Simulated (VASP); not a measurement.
Hf3ZrSe8: single point with PBE

Crystal: Hf3ZrSe8.

```
Zr Hf Se
1.0
    -6.53589    0.00038    0.05867
     0.06287   -0.01714   -7.12365
     0.00103   -7.61132   -0.01855
Zr Hf Se
1 3 8
Direct
  0.49960 0.99956 0.99160
  0.99990 0.99965 0.25455
  0.49983 0.00060 0.49255
  0.99982 0.00012 0.75390
  0.32894 0.77875 0.25562
  0.82923 0.77952 0.50045
  0.32824 0.77832 0.75161
  0.83225 0.77891 0.00013
  0.16824 0.22086 0.99816
  0.67143 0.22129 0.25305
  0.17062 0.22076 0.49821
  0.67188 0.22168 0.75017
```

```yaml
Program: VASP 6.6.1
Task: single point
Functional: PBE
Potentials_or_basis: VASP PAW PBE potentials, release 64 (Zr_sv, Hf_pv, Se)
Cutoff: 500 eV
k_mesh: 2 × 2 × 2
Occupations: gaussian, width 0.1 eV
Spin: no spin polarisation
```

```
Pressure               : -0.1 GPa
Largest force          : 0.049 eV/Å
Band gap on the k mesh : 0.50 eV, indirect (least direct gap 0.62 eV)
```

Forces on the atoms (eV/Å):
```
Zr  -0.005 -0.009 -0.002
Hf   0.009  0.012 -0.008
Hf  -0.008 -0.002 -0.001
Hf  -0.001  0.008  0.003
Se   0.020 -0.018 -0.024
Se   0.001  0.003 -0.047
Se   0.020  0.019 -0.022
Se  -0.032  0.000 -0.027
Se   0.037 -0.004  0.025
Se  -0.022 -0.029  0.033
Se   0.000 -0.002  0.049
Se  -0.018  0.023  0.021
```

Levels at points of the mesh, in eV from the valence-band top:
| k point | band 41 | band 42 | band 43 | band 44 | band 45 | band 46 | band 47 | band 48 | band 49 | band 50 |
| --- | --- | --- | --- | --- | --- | --- | --- | --- | --- | --- |
| (0.00, 0.00, 0.00) | -1.48 | -1.24 | -0.66 | -0.10 | 0.00 | 0.69 | 1.31 | 1.37 | 1.61 | 1.85 |
| (0.50, 0.00, 0.00) | -1.15 | -1.06 | -1.04 | -0.69 | -0.67 | 0.60 | 0.65 | 0.96 | 1.07 | 2.28 |
| (0.00, 0.50, 0.00) | -1.48 | -1.36 | -1.18 | -0.14 | -0.02 | 0.60 | 1.30 | 1.37 | 1.71 | 1.96 |
| (0.50, 0.50, 0.00) | -1.09 | -1.05 | -1.04 | -0.97 | -0.94 | 0.50 | 0.54 | 0.92 | 1.03 | 2.31 |
| (0.00, 0.00, 0.50) | -1.82 | -1.21 | -1.19 | -0.54 | -0.52 | 1.37 | 1.58 | 1.77 | 1.79 | 1.99 |
| (0.50, 0.00, 0.50) | -1.67 | -1.05 | -1.04 | -1.03 | -0.99 | 1.20 | 1.29 | 1.43 | 1.44 | 2.07 |
| (0.00, 0.50, 0.50) | -1.77 | -1.24 | -1.22 | -0.89 | -0.86 | 1.45 | 1.65 | 1.71 | 1.72 | 1.91 |
| (0.50, 0.50, 0.50) | -1.65 | -1.14 | -1.13 | -1.13 | -1.07 | 1.15 | 1.28 | 1.40 | 1.40 | 1.98 |

Run time: 4.4 min on 1 thread of AMD EPYC 7R13, on a shared host, peak memory 0.4 GiB.

Caveat: the k points lie up to 0.48 Å⁻¹ apart; spin-orbit coupling is left out, which moves the levels of the heavy elements. A hybrid or GW would open this gap; PBE tends to underestimate it.
